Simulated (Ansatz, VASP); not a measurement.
One calculation of BN, two programs

```xyz
16
Lattice="5.0120 0.0000 0.0000 -2.5060 4.3405 0.0000 0.0000 0.0000 6.5946" Properties=species:S:1:pos:R:3 pbc="T T T"
B     0.0000    1.4468    1.6486
B     1.2530    0.7234    4.9459
B    -1.2530    3.6171    1.6486
B     0.0000    2.8937    4.9459
B     2.5060    1.4468    1.6486
B     3.7590    0.7234    4.9459
B     1.2530    3.6171    1.6486
B     2.5060    2.8937    4.9459
N     0.0000    1.4468    4.9459
N     1.2530    0.7234    1.6486
N    -1.2530    3.6171    4.9459
N     0.0000    2.8937    1.6486
N     2.5060    1.4468    4.9459
N     3.7590    0.7234    1.6486
N     1.2530    3.6171    4.9459
N     2.5060    2.8937    1.6486
```

Alike in both runs: task single point; functional PBE; dispersion D3(BJ); k mesh 6 × 6 × 4; no spin polarisation.

|  | VASP | Ansatz |
| --- | --- | --- |
| version | VASP 6.6.1 | Ansatz 0.2.0 |
| potentials or method | VASP PAW PBE potentials, release 64 (B, N), cutoff 520 eV | scalar-relativistic, plane waves, PAW |
| occupations | gaussian, width 0.01 eV | fixed |
| valence electrons in the cell | 64 | 64 |

```csv
,VASP,Ansatz,Ansatz less VASP
gap on the k mesh at the Fermi level (eV),4.26,4.27,+0.007
least direct gap on the mesh (eV),4.64,4.64,+0.003
```
